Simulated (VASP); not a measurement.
# Ga4Sb4H (a cell with a defect) in VASP: notebook

Ga4Sb4H (a cell with a defect) is run at these levels: PBEsol; tasks: single point.

Program: VASP 6.6.1. These are calculated values, not measurements. Logs are shortened: lines on timing, memory, paths and dates and some standing lists are left out, and cuts for length are marked.

### Step 1. The cell of the first run

The cell holds a defect, 9 atoms: a = 8.652 Å, b = 8.652 Å, c = 4.326 Å, α = 60.00°, β = 60.00°, γ = 60.00°.

### Step 2. Single point, PBEsol

The input, INCAR:

```
SYSTEM = Ga4Sb4H
ALGO = Normal
EDIFF = 1E-6
ENCUT = 520
GGA = PS
ISIF = 2
ISMEAR = -1
LASPH = .TRUE.
LCHARG = .FALSE.
LREAL = .FALSE.
LWAVE = .FALSE.
NBANDS = 46
NELM = 100
PREC = Accurate
SIGMA = 0.1
```

The input, KPOINTS:

```
k-points
0
G
  3 3 3
  0 0 0
```

The input, POSCAR:

```
Ga4Sb4H
1.0
    0.0000000000      6.1180000000      6.1180000000
    6.1180000000      0.0000000000      6.1180000000
    3.0590000000      3.0590000000      0.0000000000
Ga Sb H
4 4 1
Direct
    0.0000000000      0.0000000000      0.0000000000
    0.0000000000      0.5000000000      0.0000000000
    0.5000000000      0.0000000000      0.0000000000
    0.5000000000      0.5000000000      0.0000000000
    0.1250000000      0.1250000000      0.2500000000
    0.1250000000      0.6250000000      0.2500000000
    0.6250000000      0.1250000000      0.2500000000
    0.6250000000      0.6250000000      0.2500000000
    0.1435318732      0.1435318732      0.7129362537
```

Potentials or basis: VASP PAW PBE potentials, release 64 (Ga_d, Sb, H).

On the command line:

```
$ cat potpaw_PBE.64/Ga_d/POTCAR potpaw_PBE.64/Sb/POTCAR potpaw_PBE.64/H/POTCAR > POTCAR
$ mpirun -np 1 vasp_std > vasp.out
```

OUTCAR:

```text
SYSTEM = Ga4Sb4H
   EDIFF = 1E-6
   ENCUT = 520
   GGA = PS
   ISIF = 2
   ISMEAR = -1
   LASPH = .TRUE.
   LREAL = .FALSE.
   NELM = 100
   PREC = Accurate

 ion  position               nearest neighbor table
   1  0.000  0.000  0.000-   9 1.76   7 2.65   6 2.65   5 2.65   5 2.65
   2  0.000  0.500  0.000-   5 2.65   8 2.65   6 2.65   6 2.65
   3  0.500  0.000  0.000-   5 2.65   8 2.65   7 2.65   7 2.65
   4  0.500  0.500  0.000-   6 2.65   7 2.65   8 2.65   8 2.65
   5  0.125  0.125  0.250-   9 2.17   9 2.17   3 2.65   1 2.65   2 2.65   1 2.65
   6  0.125  0.625  0.250-   2 2.65   1 2.65   4 2.65   2 2.65
   7  0.625  0.125  0.250-   3 2.65   1 2.65   4 2.65   3 2.65
   8  0.625  0.625  0.250-   4 2.65   2 2.65   3 2.65   4 2.65
   9  0.144  0.144  0.713-   1 1.76   5 2.17   5 2.17

  LATTYP: Found a base centered orthorhombic cell.
 ALAT       =     8.6521585746
 B/A-ratio  =     1.4142135624
 C/A-ratio  =     0.5000000000

  Lattice vectors:

 A1 = (  -3.0590000000,   3.0590000000,  -6.1180000000)
 A2 = (  -3.0590000000,   3.0590000000,   6.1180000000)
 A3 = (   3.0590000000,   3.0590000000,   0.0000000000)

Analysis of symmetry for initial positions (statically):
=====================================================================
 Subroutine PRICEL returns:
 Original cell was already a primitive cell.

 Routine SETGRP: Setting up the symmetry group for a
 base centered orthorhombic supercell.

 Subroutine GETGRP returns: Found  4 space group operations
 (whereof  4 operations were pure point group operations)
 out of a pool of  8 trial point group operations.

The static configuration has the point symmetry C_2v.

Analysis of symmetry for dynamics (positions and initial velocities):
=====================================================================
 Subroutine PRICEL returns:
 Original cell was already a primitive cell.

 Routine SETGRP: Setting up the symmetry group for a
 base centered orthorhombic supercell.

 Subroutine GETGRP returns: Found  4 space group operations
 (whereof  4 operations were pure point group operations)
 out of a pool of  8 trial point group operations.

The dynamic configuration has the point symmetry C_2v.

 Subroutine INISYM returns: Found  4 space group operations
 (whereof  4 operations are pure point group operations),
 and found     1 'primitive' translations

----------------------------------------------------------------------------------------

                                     Primitive cell

  volume of cell :     228.9963

  direct lattice vectors                    reciprocal lattice vectors
     0.000000000  6.118000000  6.118000000    -0.081726054  0.081726054  0.081726054
     6.118000000  0.000000000  6.118000000     0.081726054 -0.081726054  0.081726054
     3.059000000  3.059000000  0.000000000     0.163452109  0.163452109 -0.163452109

  length of vectors
     8.652158575  8.652158575  4.326079287     0.141553678  0.141553678  0.283107357

  position of ions in fractional coordinates (direct lattice)
     0.000000000  0.000000000  0.000000000
     0.000000000  0.500000000  0.000000000
     0.500000000  0.000000000  0.000000000
     0.500000000  0.500000000  0.000000000
     0.125000000  0.125000000  0.250000000
     0.125000000  0.625000000  0.250000000
     0.625000000  0.125000000  0.250000000
     0.625000000  0.625000000  0.250000000
     0.143531873  0.143531873  0.712936254

  ion indices of the primitive-cell ions
   primitive index   ion index
                 1           1
                 2           2
                 3           3
                 4           4
                 5           5
                 6           6
                 7           7
                 8           8
                 9           9

----------------------------------------------------------------------------------------

 KPOINTS: k-points

Automatic generation of k-mesh.
 Grid dimensions read from file:
 generate k-points for:    3    3    3

 Generating k-lattice:

  Cartesian coordinates                     Fractional coordinates (reciprocal lattice)
    -0.027242018  0.027242018  0.027242018     0.333333333  0.000000000  0.000000000
     0.027242018 -0.027242018  0.027242018     0.000000000  0.333333333  0.000000000
     0.054484036  0.054484036 -0.054484036     0.000000000  0.000000000  0.333333333

  Length of vectors
     0.047184559  0.047184559  0.094369119

  Shift w.r.t. Gamma in fractional coordinates (k-lattice)
     0.000000000  0.000000000  0.000000000

 Subroutine IBZKPT returns following result:
 ===========================================

 Found      8 irreducible k-points:

 Following reciprocal coordinates:
            Coordinates               Weight
  0.000000  0.000000  0.000000      1.000000
  0.333333  0.000000  0.000000      4.000000
  0.333333  0.333333  0.000000      2.000000
 -0.333333  0.333333  0.000000      2.000000
  0.000000  0.000000  0.333333      4.000000
  0.333333  0.000000  0.333333      8.000000
 -0.333333  0.000000  0.333333      4.000000
  0.333333  0.333333  0.333333      2.000000
   k-points           NKPTS =      8   k-points in BZ     NKDIM =      8   number of bands    NBANDS=     46
   number of dos      NEDOS =    301   number of ions     NIONS =      9
   total plane-waves  NPLWV = 131072
   dimension x,y,z NGX =    64 NGY =   64 NGZ =   32
   dimension x,y,z NGXF=   128 NGYF=  128 NGZF=   64
   ions per type =               4   4   1
   NGX,Y,Z   is equivalent  to a cutoff of  12.30, 12.30, 12.30 a.u.
   NGXF,Y,Z  is equivalent  to a cutoff of  24.59, 24.59, 24.59 a.u.
 SYSTEM =  Ga4Sb4H
   PREC   = accura    normal or accurate (medium, high low for compatibility)
   ISTART =      0    job   : 0-new  1-cont  2-samecut
   ICHARG =      2    charge: 1-file 2-atom 10-const
   ISPIN  =      1    spin polarized calculation?
   LNONCOLLINEAR =      F non collinear calculations
   LSORBIT =      F    spin-orbit coupling
   LASPH  =      T    aspherical Exc in radial PAW
   ENCUT  =  520.0 eV  38.22 Ry    6.18 a.u.  16.09 16.09  8.04*2*pi/ulx,y,z
   NELM   =    100;   NELMIN=  2; NELMDL= -5     # of ELM steps
   EDIFF  = 0.1E-05   stopping-criterion for ELM
   LREAL  =      F    real-space projection
   EDIFFG = 0.1E-04   stopping-criterion for IOM
   NSW    =      0    number of steps for IOM
   IBRION =     -1    ionic relax: 0-MD 1-quasi-New 2-CG
   NFREE  =      0    steps in history (QN), initial steepest desc. (CG)
   ISIF   =      2    stress and relaxation
   ISYM   =      2    0-nonsym 1-usesym 2-fastsym
   POTIM  = 0.5000    time-step for ionic-motion
   TEBEG  =    0.0;   TEEND  =   0.0 temperature during run
   PSTRESS=    0.0 pullay stress
   NELECT =      73.0000    total number of electrons
   NUPDOWN=      -1.0000    fix difference up-down
   EMIN   =  10.00;   EMAX   =-10.00  energy-range for DOS
   EFERMI =   0.00;   METHOD = LEGACY
   ISMEAR =    -1;   SIGMA  =   0.10  broadening in eV -4-tet -1-fermi 0-gaus
   EFERMI_NEDOS =   21; number of points for ismear=-14 and -15
   IALGO  =     38    algorithm
   IMIX   =      4    mixing-type and parameters
     AMIX     =   0.40;   BMIX     =  1.00
     AMIX_MAG =   1.60;   BMIX_MAG =  1.00
  volume/ion in A,a.u.               =      25.44       171.70
  Fermi-wavevector in a.u.,A,eV,Ry     =   1.118338  2.113352 17.016525  1.250679
  Thomas-Fermi vector in A             =   2.254968
   LORBIT       =      0    0 simple, 1 ext, 2 COOP (PROOUT), +10 PAW based schemes
   GGA     = PS    functional components
   LHFCALC =     F    Hartree Fock is set to
   AEXX    =    0.0000 exact exchange contribution
   IVDW    =     0    specifies the selected vdW correction
   LEPSILON=     F    determine dielectric tensor
   LRPA    =     F    only Hartree local field effects (RPA)
 non-spin polarized calculation
  energy-cutoff  :      520.00
  volume of cell :      229.00
 maximum number of plane-waves:      6174
   NGX = 33   NGY = 33   NGZ = 17

 number of electron      72.9999943 magnetization

 Free energy of the ion-electron system (eV)
  ---------------------------------------------------
  ext. energy  EPLUGINS =         0.00000000
  ---------------------------------------------------
  free energy    TOTEN  =       -34.45080268 eV

  energy without entropy =      -34.40559441  energy(sigma->0) =      -34.42819855

 E-fermi :   5.1234     XC(G=0):  -9.3391

 val. band max:        5.0630614032   @ k =   0.0000   0.0000   0.3333
 cond. band min:       5.1291404526   @ k =   0.0000   0.0000   0.0000
 fundamental gap:      0.0660790494
 Fermi energy:         5.1233814971

 k-point     1 :       0.0000    0.0000    0.0000
  band No.  band energies     occupation
      1     -10.3532      2.00000
      2     -10.3426      2.00000
      3     -10.3298      2.00000
      4     -10.3223      2.00000
      5     -10.2778      2.00000
      6     -10.1766      2.00000
[... 38 lines left out ...]
     45       7.9536      0.00000
     46       8.4464      0.00000

 k-point     2 :       0.3333    0.0000    0.0000
  band No.  band energies     occupation
      1     -10.3531      2.00000
      2     -10.3419      2.00000
      3     -10.3296      2.00000
      4     -10.3218      2.00000
      5     -10.2776      2.00000
      6     -10.1760      2.00000
[... 38 lines left out ...]
     45       8.4584      0.00000
     46       8.5068      0.00000

 k-point     3 :       0.3333    0.3333    0.0000
  band No.  band energies     occupation
      1     -10.3529      2.00000
      2     -10.3417      2.00000
      3     -10.3293      2.00000
      4     -10.3216      2.00000
      5     -10.2776      2.00000
      6     -10.1786      2.00000
[... 234 lines left out ...]
     45       8.6922      0.00000
     46       9.0416      0.00000

 k-point     8 :       0.3333    0.3333    0.3333
  band No.  band energies     occupation
      1     -10.3560      2.00000
      2     -10.3501      2.00000
      3     -10.3212      2.00000
      4     -10.3202      2.00000
      5     -10.2814      2.00000
      6     -10.1743      2.00000
[... 38 lines left out ...]
     45       8.6623      0.00000
     46       9.4981      0.00000

------------------------ aborting loop because EDIFF is reached ----------------------------------------

  FORCE on cell =-STRESS in cart. coord.  units (eV):
  Direction    XX          YY          ZZ          XY          YZ          ZX
  --------------------------------------------------------------------------------------
  -------------------------------------------------------------------------------------
  Total        4.0434481      4.0434481     -0.0429958      2.9073641      0.0000000     -0.0000000
  in kB       28.2900713     28.2900713     -0.3008213     20.3414352      0.0000000     -0.0000000
  external PRESSURE =      18.7597738 kB  Pullay stress =       0.0000000 kB

 VOLUME and BASIS-vectors are now :
 -----------------------------------------------------------------------------
  energy-cutoff  :      520.00
  volume of cell :      229.00
      direct lattice vectors                 reciprocal lattice vectors
     0.000000000  6.118000000  6.118000000    -0.081726054  0.081726054  0.081726054
     6.118000000  0.000000000  6.118000000     0.081726054 -0.081726054  0.081726054
     3.059000000  3.059000000  0.000000000     0.163452109  0.163452109 -0.163452109

 POSITION                                       TOTAL-FORCE (eV/Angst)
 -----------------------------------------------------------------------------------
      0.00000      0.00000      0.00000         0.000000      0.000000     -0.724703
      3.05900      0.00000      3.05900         0.147294     -0.147294      0.046940
      0.00000      3.05900      3.05900        -0.147294      0.147294      0.046940
      3.05900      3.05900      6.11800         0.000000     -0.000000      0.008535
      1.52950      1.52950      1.52950        -0.000000     -0.000000      0.317352
      4.58850      1.52950      4.58850        -0.093212      0.093212      0.168739
      1.52950      4.58850      4.58850         0.093212     -0.093212      0.168739
      4.58850      4.58850      7.64750         0.000000     -0.000000     -0.028854
      3.05900      3.05900      1.75626         0.000000     -0.000000     -0.003688
 -----------------------------------------------------------------------------------
    total drift:                                0.000001      0.000001     -0.000035

  FREE ENERGIE OF THE ION-ELECTRON SYSTEM (eV)
  ---------------------------------------------------
  free  energy   TOTEN  =       -34.4508026798 eV

  energy  without entropy=      -34.4055944150  energy(sigma->0) =      -34.42819855
```

Wall time 68 s (1 thread of Intel Xeon Platinum 8488C (Sapphire Rapids), shared host); peak memory 0.37 GiB.

Results:

```
Free energy   : -34.4508 eV
Pressure      : 1.9 GPa
Largest force : 0.725 eV/Å
```

Forces on the atoms (eV/Å):
```
Ga   0.000  0.000 -0.725
Ga   0.147 -0.147  0.047
Ga  -0.147  0.147  0.047
Ga   0.000  0.000  0.009
Sb   0.000  0.000  0.317
Sb  -0.093  0.093  0.169
Sb   0.093 -0.093  0.169
Sb   0.000  0.000 -0.029
H    0.000  0.000 -0.004
```

Stress tensor (GPa, compression positive):
```
 2.83  2.03  0.00
 2.03  2.83  0.00
 0.00  0.00 -0.03
```

Caveat: the k points lie up to 0.59 Å⁻¹ apart; the PAW data sets were made with another functional, which shifts forces and pressure a little; spin-orbit coupling is left out, which moves the levels of the heavy elements.

### Step 3. Single point, PBEsol

The input, INCAR:

```
SYSTEM = Ga4Sb4H
PREC = Accurate ; ENCUT = 520
EDIFF = 1E-7 ; ISMEAR = -1
SIGMA = 0.1 ; LREAL = .FALSE.
LASPH = .TRUE. ; NELM = 100
ALGO = Normal ; ISIF = 2
LWAVE = .FALSE. ; LCHARG = .FALSE.
GGA = PS ; NBANDS = 46
```

The input, KPOINTS:

```
regular mesh
0
G
  3 3 3
  0 0 0
```

Edit POSCAR of step 2 so:

```diff
@@ -16,2 +16,2 @@
     0.6250000000      0.6250000000      0.2500000000
-    0.1435318732      0.1435318732      0.7129362537
+   -0.0301908303      0.4698091697      0.5603816607
```

Potentials or basis: VASP PAW PBE potentials, release 64 (Ga_d, Sb, H).

On the command line:

```
$ cat potpaw_PBE.64/Ga_d/POTCAR potpaw_PBE.64/Sb/POTCAR potpaw_PBE.64/H/POTCAR > POTCAR
$ mpirun -np 1 vasp_std > vasp.out
```

Run time: 96 s. Hardware: 1 thread of Intel Xeon Platinum 8488C (Sapphire Rapids), shared host; peak memory 0.38 GiB.

It converged, with:

- Free energy: -34.0542 eV
- Pressure: 1.6 GPa
- Largest force: 0.387 eV/Å

Forces on the atoms (eV/Å):
```
Ga   0.273 -0.273  0.023
Ga   0.000  0.000 -0.052
Ga   0.000  0.000 -0.003
Ga  -0.273  0.273  0.023
Sb  -0.077  0.077 -0.064
Sb   0.000  0.000  0.127
Sb   0.000  0.000  0.052
Sb   0.077 -0.077 -0.064
H    0.000  0.000 -0.042
```

Stress tensor (GPa, compression positive):
```
 2.69  1.81  0.00
 1.81  2.69  0.00
 0.00  0.00 -0.47
```

Levels at points of the mesh, in eV from the Fermi level:
| k point | band 35 | band 36 | band 37 | band 38 | band 39 | band 40 |
| --- | --- | --- | --- | --- | --- | --- |
| (0.00, 0.00, 0.00) | -0.28 | -0.23 | -0.23 | 0.00 | 0.09 | 0.28 |

Caveat: the k points lie up to 0.59 Å⁻¹ apart; the PAW data sets were made with another functional, which shifts forces and pressure a little; spin-orbit coupling is left out, which moves the levels of the heavy elements.
